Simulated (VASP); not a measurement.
Crystal: GaAs.

```
CELL_PARAMETERS angstrom
0.00000 2.87509 2.87509
2.87509 0.00000 2.87509
2.87509 2.87509 0.00000
ATOMIC_POSITIONS crystal
Ga 0.00000 0.00000 0.00000
As 0.75000 0.75000 0.75000
```

* Program: VASP 6.6.1
* Task: relaxation of cell and atoms
* Functional: LDA
* Potentials or basis: VASP PAW LDA potentials, release 64 (Ga_d, As)
* Cutoff: 600 eV
* k mesh: 12 × 12 × 12
* Occupations: gaussian, width 0.1 eV
* Spin: no spin polarisation

At the start: pressure -4.6 GPa; volume 23.77 Å³/atom.

Task: How do energy, volume and symmetry change on relaxing?

Result: Over 3 steps the energy falls by 25.9 meV/atom and the volume is 22.08 Å³/atom (-7.1 %); space group F-43m (No. 216, to 0.1 Å) before and after.

Step by step:
| step | energy change (eV) | largest force (eV/Å) | pressure (GPa) | volume (Å³) |
| --- | --- | --- | --- | --- |
| 1 | 0.0000 | 0.0000 | -4.59 | 47.53 |
| 2 | -0.0444 | 0.0000 | 2.10 | 43.00 |
| 3 | -0.0519 | 0.0000 | 0.03 | 44.16 |

Final structure:
```cif
data_structure
_symmetry_space_group_name_H-M 'P 1'
_symmetry_Int_Tables_number 1
_cell_length_a 3.9674
_cell_length_b 3.9674
_cell_length_c 3.9674
_cell_angle_alpha 60.000
_cell_angle_beta 60.000
_cell_angle_gamma 60.000
_cell_volume 44.16
loop_
_atom_site_label
_atom_site_type_symbol
_atom_site_fract_x
_atom_site_fract_y
_atom_site_fract_z
_atom_site_occupancy
Ga1 Ga 0.00000 0.00000 0.00000 1
As1 As 0.75000 0.75000 0.75000 1
```
